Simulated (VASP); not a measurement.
# Au (Fm-3m) in VASP: a series of runs, part 3 of 3

VASP 6.6.1. Earlier steps stand in the parts before.

### 4 Single point, LDA

File INCAR:

```
SYSTEM = Au
ALGO = Normal
EDIFF = 1E-6
ENCUT = 520
ISIF = 2
ISMEAR = 0
LASPH = .TRUE.
LCHARG = .FALSE.
LREAL = .FALSE.
LWAVE = .FALSE.
NBANDS = 12
NELM = 60
PREC = Accurate
SIGMA = 0.3
```

File KPOINTS:

```
k-points
0
G
  13 13 13
  0 0 0
```

File POSCAR:

```
Au
1.0
    0.0000000000      2.0229622709      2.0229622709
    2.0229622709      0.0000000000      2.0229622709
    2.0229622709      2.0229622709      0.0000000000
Au
1
Direct
    0.0000000000      0.0000000000      0.0000000000
```

Potentials or basis: VASP PAW LDA potentials, release 64 (Au).

Started as:

```sh
$ cat potpaw_LDA.64/Au/POTCAR > POTCAR
$ mpirun -np 1 vasp_std > vasp.out
```

OUTCAR:

```text
SYSTEM = Au
   EDIFF = 1E-6
   ENCUT = 520
   ISIF = 2
   ISMEAR = 0
   LASPH = .TRUE.
   LREAL = .FALSE.
   NELM = 60
   PREC = Accurate

 ion  position               nearest neighbor table
   1  0.000  0.000  0.000-

  LATTYP: Found a face centered cubic cell.
 ALAT       =     4.0459245418

  Lattice vectors:

 A1 = (   0.0000000000,   2.0229622709,   2.0229622709)
 A2 = (   2.0229622709,   0.0000000000,   2.0229622709)
 A3 = (   2.0229622709,   2.0229622709,   0.0000000000)

Analysis of symmetry for initial positions (statically):
=====================================================================
 Subroutine PRICEL returns:
 Original cell was already a primitive cell.

 Routine SETGRP: Setting up the symmetry group for a
 face centered cubic supercell.

 Subroutine GETGRP returns: Found 48 space group operations
 (whereof 48 operations were pure point group operations)
 out of a pool of 48 trial point group operations.

The static configuration has the point symmetry O_h .

Analysis of symmetry for dynamics (positions and initial velocities):
=====================================================================
 Subroutine PRICEL returns:
 Original cell was already a primitive cell.

 Routine SETGRP: Setting up the symmetry group for a
 face centered cubic supercell.

 Subroutine GETGRP returns: Found 48 space group operations
 (whereof 48 operations were pure point group operations)
 out of a pool of 48 trial point group operations.

The dynamic configuration has the point symmetry O_h .

 Subroutine INISYM returns: Found 48 space group operations
 (whereof 48 operations are pure point group operations),
 and found     1 'primitive' translations

----------------------------------------------------------------------------------------

                                     Primitive cell

  volume of cell :      16.5574

  direct lattice vectors                    reciprocal lattice vectors
     0.000000000  2.022962271  2.022962271    -0.247162296  0.247162296  0.247162296
     2.022962271  0.000000000  2.022962271     0.247162296 -0.247162296  0.247162296
     2.022962271  2.022962271  0.000000000     0.247162296  0.247162296 -0.247162296

  length of vectors
     2.860900680  2.860900680  2.860900680     0.428097655  0.428097655  0.428097655

  position of ions in fractional coordinates (direct lattice)
     0.000000000  0.000000000  0.000000000

  ion indices of the primitive-cell ions
   primitive index   ion index
                 1           1

----------------------------------------------------------------------------------------

 KPOINTS: k-points

Automatic generation of k-mesh.
 Grid dimensions read from file:
 generate k-points for:   13   13   13

 Generating k-lattice:

  Cartesian coordinates                     Fractional coordinates (reciprocal lattice)
    -0.019012484  0.019012484  0.019012484     0.076923077  0.000000000  0.000000000
     0.019012484 -0.019012484  0.019012484     0.000000000  0.076923077  0.000000000
     0.019012484  0.019012484 -0.019012484     0.000000000  0.000000000  0.076923077

  Length of vectors
     0.032930589  0.032930589  0.032930589

  Shift w.r.t. Gamma in fractional coordinates (k-lattice)
     0.000000000  0.000000000  0.000000000

 Subroutine IBZKPT returns following result:
 ===========================================

 Found     84 irreducible k-points:

 Following reciprocal coordinates:
            Coordinates               Weight
  0.000000  0.000000  0.000000      1.000000
  0.076923  0.000000  0.000000      8.000000
  0.153846  0.000000  0.000000      8.000000
  0.230769  0.000000  0.000000      8.000000
  0.307692  0.000000  0.000000      8.000000
  0.384615  0.000000  0.000000      8.000000
[... 16 lines left out ...]
  0.384615  0.153846  0.000000     24.000000
  0.461538  0.153846  0.000000     24.000000
 [... further k-points ...]
   k-points           NKPTS =     84   k-points in BZ     NKDIM =     84   number of bands    NBANDS=     12
   number of dos      NEDOS =    301   number of ions     NIONS =      1
   total plane-waves  NPLWV =  13824
   dimension x,y,z NGX =    24 NGY =   24 NGZ =   24
   dimension x,y,z NGXF=    48 NGYF=   48 NGZF=   48
   ions per type =               1
   NGX,Y,Z   is equivalent  to a cutoff of  13.95, 13.95, 13.95 a.u.
   NGXF,Y,Z  is equivalent  to a cutoff of  27.89, 27.89, 27.89 a.u.
 SYSTEM =  Au
   PREC   = accura    normal or accurate (medium, high low for compatibility)
   ISTART =      0    job   : 0-new  1-cont  2-samecut
   ICHARG =      2    charge: 1-file 2-atom 10-const
   ISPIN  =      1    spin polarized calculation?
   LNONCOLLINEAR =      F non collinear calculations
   LSORBIT =      F    spin-orbit coupling
   LASPH  =      T    aspherical Exc in radial PAW
   ENCUT  =  520.0 eV  38.22 Ry    6.18 a.u.   5.32  5.32  5.32*2*pi/ulx,y,z
   NELM   =     60;   NELMIN=  2; NELMDL= -5     # of ELM steps
   EDIFF  = 0.1E-05   stopping-criterion for ELM
   LREAL  =      F    real-space projection
   EDIFFG = 0.1E-04   stopping-criterion for IOM
   NSW    =      0    number of steps for IOM
   IBRION =     -1    ionic relax: 0-MD 1-quasi-New 2-CG
   NFREE  =      0    steps in history (QN), initial steepest desc. (CG)
   ISIF   =      2    stress and relaxation
   ISYM   =      2    0-nonsym 1-usesym 2-fastsym
   POTIM  = 0.5000    time-step for ionic-motion
   TEBEG  =    0.0;   TEEND  =   0.0 temperature during run
   PSTRESS=    0.0 pullay stress
   NELECT =      11.0000    total number of electrons
   NUPDOWN=      -1.0000    fix difference up-down
   EMIN   =  10.00;   EMAX   =-10.00  energy-range for DOS
   EFERMI =   0.00;   METHOD = LEGACY
   ISMEAR =     0;   SIGMA  =   0.30  broadening in eV -4-tet -1-fermi 0-gaus
   EFERMI_NEDOS =   21; number of points for ismear=-14 and -15
   IALGO  =     38    algorithm
   IMIX   =      4    mixing-type and parameters
     AMIX     =   0.40;   BMIX     =  1.00
     AMIX_MAG =   1.60;   BMIX_MAG =  1.00
  volume/ion in A,a.u.               =      16.56       111.74
  Fermi-wavevector in a.u.,A,eV,Ry     =   1.428481  2.699439 27.763495  2.040559
  Thomas-Fermi vector in A             =   2.548539
   LORBIT       =      0    0 simple, 1 ext, 2 COOP (PROOUT), +10 PAW based schemes
   GGA     = CA    functional components
   LHFCALC =     F    Hartree Fock is set to
   AEXX    =    0.0000 exact exchange contribution
   IVDW    =     0    specifies the selected vdW correction
   LEPSILON=     F    determine dielectric tensor
   LRPA    =     F    only Hartree local field effects (RPA)
 non-spin polarized calculation
 Gauss-broadening in eV      SIGMA  =   0.30
  energy-cutoff  :      520.00
  volume of cell :       16.56
 maximum number of plane-waves:       459
 NGX is ok and might be reduce to    24
   NGX = 11   NGY = 11   NGZ = 11

 number of electron      10.9999999 magnetization

 Free energy of the ion-electron system (eV)
  ---------------------------------------------------
  ext. energy  EPLUGINS =         0.00000000
  ---------------------------------------------------
  free energy    TOTEN  =        -4.45398906 eV

  energy without entropy =       -4.44359473  energy(sigma->0) =       -4.44879189

 E-fermi :   9.8460     XC(G=0): -13.1513

 val. band max:        9.8369207367   @ k =   0.4615   0.3077   0.0000
 cond. band min:      10.1057870601   @ k =  -0.3077   0.2308   0.0000
 fundamental gap:      0.2688663235
 Fermi energy:         9.8460325099

 k-point     1 :       0.0000    0.0000    0.0000
  band No.  band energies     occupation
      1      -0.4428      2.00000
      2       4.9073      2.00000
      3       4.9073      2.00000
      4       4.9073      2.00000
      5       6.5250      2.00000
      6       6.5250      2.00000
      7      24.2237      0.00000
      8      28.3439      0.00000
      9      28.3439      0.00000
     10      28.3439      0.00000
     11      33.4680      0.00000
     12      38.3722      0.00000

 k-point     2 :       0.0769    0.0000    0.0000
  band No.  band energies     occupation
      1      -0.2315      2.00000
      2       4.8369      2.00000
      3       4.9809      2.00000
      4       4.9809      2.00000
      5       6.4919      2.00000
      6       6.4919      2.00000
      7      24.4813      0.00000
      8      27.1254      0.00000
      9      28.6085      0.00000
     10      28.6085      0.00000
     11      34.3564      0.00000
     12      36.4275      0.00000
[... 316 lines left out ...]
 k-point    24 :       0.4615    0.1538    0.0000
  band No.  band energies     occupation
      1       2.7019      2.00000
      2       4.5744      2.00000
      3       5.4011      2.00000
      4       5.4485      2.00000
      5       7.8331      2.00000
      6       9.4436      1.94215
      7      15.1218      0.00000
      8      24.0779      0.00000
      9      25.2575      0.00000
     10      26.1493      0.00000
     11      34.9385      0.00000
     12      36.0041      0.00000

 [... further k-points ...]
[... 5 lines left out ...]
  --------------------------------------------------------------------------------------
  -------------------------------------------------------------------------------------
  Total        0.0581380      0.0581380      0.0581380      0.0000000      0.0000000     -0.0000000
  in kB        5.6257118      5.6257118      5.6257118      0.0000000      0.0000000     -0.0000000
  external PRESSURE =       5.6257118 kB  Pullay stress =       0.0000000 kB

 VOLUME and BASIS-vectors are now :
 -----------------------------------------------------------------------------
  energy-cutoff  :      520.00
  volume of cell :       16.56
      direct lattice vectors                 reciprocal lattice vectors
     0.000000000  2.022962271  2.022962271    -0.247162296  0.247162296  0.247162296
     2.022962271  0.000000000  2.022962271     0.247162296 -0.247162296  0.247162296
     2.022962271  2.022962271  0.000000000     0.247162296  0.247162296 -0.247162296

 POSITION                                       TOTAL-FORCE (eV/Angst)
 -----------------------------------------------------------------------------------
      0.00000      0.00000      0.00000         0.000000      0.000000      0.000000
 -----------------------------------------------------------------------------------
    total drift:                               -0.000000      0.000000      0.000000

  FREE ENERGIE OF THE ION-ELECTRON SYSTEM (eV)
  ---------------------------------------------------
  free  energy   TOTEN  =        -4.4539890583 eV

  energy  without entropy=       -4.4435947252  energy(sigma->0) =       -4.44879189
```

stdout:

```text
POSCAR found type information on POSCAR Au
 POSCAR found :  1 types and       1 ions
 scaLAPACK will be used
 LDA part: xc-table for (Slater(with rela. corr.)+CA(PZ))
 , standard interpolation
 POSCAR, INCAR and KPOINTS ok, starting setup
 FFT: planning ... GRIDC
 FFT: planning ... GRID_SOFT
 FFT: planning ... GRID
 WAVECAR not read
 entering main loop
```

Wall time 6.3 s (1 thread of Intel Xeon Platinum 8488C (Sapphire Rapids), shared host); peak memory 0.14 GiB.

Results:

```
Free energy : -4.4540 eV
Pressure    : 0.6 GPa
```

Levels at points of the mesh, in eV from the Fermi level:
```tsv
k point	band 4	band 5	band 6	band 7	band 8	band 9
(0.00, 0.00, 0.00)	-4.94	-3.32	-3.32	14.38	18.50	18.50
```

Caveat: spin-orbit coupling is left out, which moves the levels of the heavy elements.

### 5 Single point, LDA

File INCAR:

```
PREC = Accurate
ENCUT = 520
EDIFF = 1E-6
ISMEAR = 0
SIGMA = 0.6
LREAL = False
LASPH = True
NELM = 80
ALGO = Normal
ISIF = 2
LWAVE = False
LCHARG = True
LELF = True
LVHAR = True
NBANDS = 12
```

File KPOINTS:

```
regular mesh
0
Gamma
  13 13 13
```

POSCAR is that of step 4.

Potentials or basis: VASP PAW LDA potentials, release 64 (Au).

Started as:

```sh
$ cat potpaw_LDA.64/Au/POTCAR > POTCAR
$ mpirun -np 1 vasp_std > vasp.out
```

OUTCAR:

```text
PREC = Accurate
   ENCUT = 520
   EDIFF = 1E-6
   ISMEAR = 0
   LREAL = False
   LASPH = True
   NELM = 80
   ISIF = 2

 ion  position               nearest neighbor table
   1  0.000  0.000  0.000-

  LATTYP: Found a face centered cubic cell.
 ALAT       =     4.0459245418

  Lattice vectors:

 A1 = (   0.0000000000,   2.0229622709,   2.0229622709)
 A2 = (   2.0229622709,   0.0000000000,   2.0229622709)
 A3 = (   2.0229622709,   2.0229622709,   0.0000000000)

Analysis of symmetry for initial positions (statically):
=====================================================================
 Subroutine PRICEL returns:
 Original cell was already a primitive cell.

 Routine SETGRP: Setting up the symmetry group for a
 face centered cubic supercell.

 Subroutine GETGRP returns: Found 48 space group operations
 (whereof 48 operations were pure point group operations)
 out of a pool of 48 trial point group operations.

The static configuration has the point symmetry O_h .

Analysis of symmetry for dynamics (positions and initial velocities):
=====================================================================
 Subroutine PRICEL returns:
 Original cell was already a primitive cell.

 Routine SETGRP: Setting up the symmetry group for a
 face centered cubic supercell.

 Subroutine GETGRP returns: Found 48 space group operations
 (whereof 48 operations were pure point group operations)
 out of a pool of 48 trial point group operations.

The dynamic configuration has the point symmetry O_h .

 Subroutine INISYM returns: Found 48 space group operations
 (whereof 48 operations are pure point group operations),
 and found     1 'primitive' translations

----------------------------------------------------------------------------------------

                                     Primitive cell

  volume of cell :      16.5574

  direct lattice vectors                    reciprocal lattice vectors
[... 107 lines left out ...]
  Fermi-wavevector in a.u.,A,eV,Ry     =   1.428481  2.699439 27.763495  2.040559
  Thomas-Fermi vector in A             =   2.548539
   LORBIT       =      0    0 simple, 1 ext, 2 COOP (PROOUT), +10 PAW based schemes
   GGA     = CA    functional components
   LHFCALC =     F    Hartree Fock is set to
   AEXX    =    0.0000 exact exchange contribution
   IVDW    =     0    specifies the selected vdW correction
   LEPSILON=     F    determine dielectric tensor
   LRPA    =     F    only Hartree local field effects (RPA)
 non-spin polarized calculation
 Gauss-broadening in eV      SIGMA  =   0.60
  energy-cutoff  :      520.00
  volume of cell :       16.56
 maximum number of plane-waves:       459
 NGX is ok and might be reduce to    24
   NGX = 11   NGY = 11   NGZ = 11

 number of electron      10.9999999 magnetization

 Free energy of the ion-electron system (eV)
  ---------------------------------------------------
  ext. energy  EPLUGINS =         0.00000000
  ---------------------------------------------------
  free energy    TOTEN  =        -4.47072923 eV

  energy without entropy =       -4.42351310  energy(sigma->0) =       -4.44712117

 E-fermi :   9.8039     XC(G=0): -13.1513

 val. band max:        9.7516731186   @ k =   0.4615   0.2308   0.0000
 cond. band min:       9.8080445275   @ k =   0.4615   0.3846   0.0000
 fundamental gap:      0.0563714089
 Fermi energy:         9.8038790910

 k-point     1 :       0.0000    0.0000    0.0000
  band No.  band energies     occupation
      1      -0.4427      2.00000
      2       4.9074      2.00000
      3       4.9074      2.00000
      4       4.9074      2.00000
      5       6.5252      2.00000
      6       6.5252      2.00000
      7      24.2237      0.00000
      8      28.3441      0.00000
      9      28.3441      0.00000
     10      28.3441      0.00000
     11      33.4684      0.00000
     12      38.3723      0.00000
[... 331 lines left out ...]
 k-point    24 :       0.4615    0.1538    0.0000
  band No.  band energies     occupation
      1       2.7020      2.00000
      2       4.5746      2.00000
      3       5.4012      2.00000
      4       5.4486      2.00000
      5       7.8332      2.00000
      6       9.4438      1.60399
      7      15.1220      0.00000
      8      24.0780      0.00000
      9      25.2577      0.00000
     10      26.1494      0.00000
     11      34.9387      0.00000
     12      36.0042      0.00000

 [... further k-points ...]
[... 5 lines left out ...]
  --------------------------------------------------------------------------------------
  -------------------------------------------------------------------------------------
  Total        0.0857294      0.0857294      0.0857294      0.0000000      0.0000000     -0.0000000
  in kB        8.2955893      8.2955893      8.2955893      0.0000000      0.0000000     -0.0000000
  external PRESSURE =       8.2955893 kB  Pullay stress =       0.0000000 kB

 VOLUME and BASIS-vectors are now :
 -----------------------------------------------------------------------------
  energy-cutoff  :      520.00
  volume of cell :       16.56
      direct lattice vectors                 reciprocal lattice vectors
     0.000000000  2.022962271  2.022962271    -0.247162296  0.247162296  0.247162296
     2.022962271  0.000000000  2.022962271     0.247162296 -0.247162296  0.247162296
     2.022962271  2.022962271  0.000000000     0.247162296  0.247162296 -0.247162296

 POSITION                                       TOTAL-FORCE (eV/Angst)
 -----------------------------------------------------------------------------------
      0.00000      0.00000      0.00000         0.000000     -0.000000     -0.000000
 -----------------------------------------------------------------------------------
    total drift:                                0.000000      0.000000      0.000000

  FREE ENERGIE OF THE ION-ELECTRON SYSTEM (eV)
  ---------------------------------------------------
  free  energy   TOTEN  =        -4.4707292307 eV

  energy  without entropy=       -4.4235131011  energy(sigma->0) =       -4.44712117
```

OSZICAR:

```text
N       E                     dE             d eps       ncg     rms          rms(c)
DAV:   1     0.491171762624E+02    0.49117E+02   -0.55812E+03  2064   0.818E+02
DAV:   2    -0.407938622541E+01   -0.53197E+02   -0.50163E+02  2348   0.190E+02
DAV:   3    -0.480038942327E+01   -0.72100E+00   -0.72034E+00  2400   0.212E+01
DAV:   4    -0.480266737612E+01   -0.22780E-02   -0.22779E-02  2388   0.137E+00
DAV:   5    -0.480268308026E+01   -0.15704E-04   -0.15703E-04  2496   0.109E-01    0.105E+01
DAV:   6    -0.449845717033E+01    0.30423E+00   -0.80536E-01  2172   0.720E+00    0.645E+00
DAV:   7    -0.447423096582E+01    0.24226E-01   -0.69541E-02  2384   0.208E+00    0.296E+00
DAV:   8    -0.447073304828E+01    0.34979E-02   -0.21615E-03  2228   0.471E-01    0.280E-01
DAV:   9    -0.447072886711E+01    0.41812E-05   -0.98746E-06  2420   0.295E-02    0.148E-02
DAV:  10    -0.447072923070E+01   -0.36359E-06   -0.94130E-07  2096   0.707E-03
   1 F= -.44707292E+01 E0= -.44471212E+01  d E =-.472161E-01
```

It took 6.6 s on 1 thread of Intel Xeon Platinum 8488C (Sapphire Rapids), shared host; peak memory 0.14 GiB.

What came out:

```
Free energy : -4.4707 eV
Pressure    : 0.8 GPa
```

Caveat: spin-orbit coupling is left out, which moves the levels of the heavy elements.

### 6 Single point, LDA

File INCAR:

```
PREC = Accurate ; ENCUT = 520
EDIFF = 1E-7 ; ISMEAR = 0
SIGMA = 1.0 ; LREAL = F
LASPH = T ; NELM = 80
ALGO = Normal ; ISIF = 2
LWAVE = F ; LCHARG = F
GGA = CA ; NBANDS = 12
```

KPOINTS is that of step 5.

POSCAR is that of step 5.

Potentials or basis: VASP PAW LDA potentials, release 64 (Au).

Started as:

```sh
$ cat potpaw_LDA.64/Au/POTCAR > POTCAR
$ mpirun -np 1 vasp_std > vasp.out
```

Wall time 7 s (1 thread of Intel Xeon Platinum 8488C (Sapphire Rapids), shared host); peak memory 0.13 GiB.

It converged, with:

* Free energy: -4.5149 eV
* Pressure: 1.2 GPa

Levels at points of the mesh, in eV from the Fermi level:
```csv
k point,band 2,band 3,band 4,band 5,band 6,band 7,band 8,band 9,band 10,band 11
"(0.00, 0.00, 0.00)",-4.91,-4.91,-4.91,-3.29,-3.29,14.42,18.54,18.54,18.54,23.66
```

Caveat: spin-orbit coupling is left out, which moves the levels of the heavy elements.

### 7 The runs side by side

| smearing | gap on the mesh (eV) | pressure (GPa) |
| --- | --- | --- |
| gaussian 0.1 eV | none | 0.4 |
| gaussian 0.2 eV | none | 0.5 |
| gaussian 0.3 eV | none | 0.6 |
| gaussian 0.6 eV | none | 0.8 |
| gaussian 1 eV | none | 1.2 |

Alike in all rows: task single point; level LDA; potentials or basis VASP PAW LDA potentials, release 64 (Au); no spin polarisation; cell as given; k mesh 13 × 13 × 13; cutoff (eV) 520.

Every run on the cell as given and a fine mesh finds a metal.

Caveats: spin-orbit coupling is left out, which moves the levels of the heavy elements.

Absolute energies hang on the potentials; compare differences alone.
